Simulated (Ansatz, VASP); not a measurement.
**One calculation of ZrS2, two programs**

INCAR

```
PREC     = Accurate       # precision mode
ENCUT    = 400            # plane-wave cutoff, eV
EDIFF    = 1E-6           # SCF threshold, eV
ISMEAR   = 0              # smearing method
SIGMA    = 0.03           # smearing width, eV
LREAL    = False          # projectors in reciprocal space
LASPH    = True           # aspherical terms in the spheres
NELM     = 120            # most SCF steps
ALGO     = Normal         # electronic algorithm
ISIF     = 2              # what is computed and relaxed
LWAVE    = False          # write WAVECAR
LCHARG   = False          # write CHGCAR
LDIPOL   = True         
IDIPOL   = 3            
DIPOL    = 0.5 0.5 0.500
GGA      = PS             # functional
NBANDS   = 19             # bands
GGA_COMPAT= False        
NELMDL   = -8
```

KPOINTS

```
regular mesh
0
Gamma
  12 12 1
```

POSCAR

```
ZrS2
1.0
    3.6780738295      0.0000000000      0.0000000000
   -1.8390369147      3.1853053733      0.0000000000
    0.0000000000      0.0000000000     18.8813308173
S Zr
2 1
Direct
    0.3333333333      0.6666666667      0.4236989478
    0.6666666667      0.3333333333      0.5763010522
    0.0000000000      0.0000000000      0.5000000000
```

Input for Ansatz:

```yaml
crystal:
  lattice:
    - [3.6780739146, 0.0, 0.0]
    - [-1.8390369573, 3.185305447, 0.0]
    - [0.0, 0.0, 18.8813307795]
  atoms:
    - { symbol: S, position: [0.3333333333, 0.6666666667, 0.4236989486] }
    - { symbol: Zr, position: [0.0, 0.0, 0.5] }
    - { symbol: S, position: [0.6666666667, 0.3333333333, 0.5763010514] }
basis:
  ecutwfc: 420
kpoints:
  mp_grid: { grid: [12, 12, 1] }
hamiltonian:
  xc: pbesol
  pseudopotentials: { kind: paw, azcp: { folder: soft_1 } }
scf:
  occupations: { method: gaussian, width: 0.03 }
  n_extra_bands: 7
  max_iter: 160
output:
  forces: true
  eigenvalues: true
  write_density: true
  write_potential: true
  elf: true
  volumetric_format: npy
efield:
  axis: 3
  dipole_correction: true
```

Alike in both runs: task single point; functional PBEsol; k mesh 12 × 12 × 1; occupations gaussian, width 0.03 eV; no spin polarisation.

|  | VASP | Ansatz |
| --- | --- | --- |
| version | VASP 6.6.1 | Ansatz 0.2.0 |
| potentials or method | VASP PAW PBE potentials, release 64 (S, Zr_sv), cutoff 400 eV | scalar-relativistic, plane waves, PAW |
| valence electrons in the cell | 24 | 24 |

```csv
,VASP,Ansatz,Ansatz less VASP
gap on the k mesh at the Fermi level (eV),1.14,1.14,+0.002
least direct gap on the mesh (eV),1.64,1.63,-0.004
rms of the force components (eV/Å),0.065,0.073,+0.0084
```

VASP's potentials were made for PBE, not for PBEsol, and Ansatz warns of the same on its side. The functional is the same, so the differences come from potentials, cutoffs and numerics.
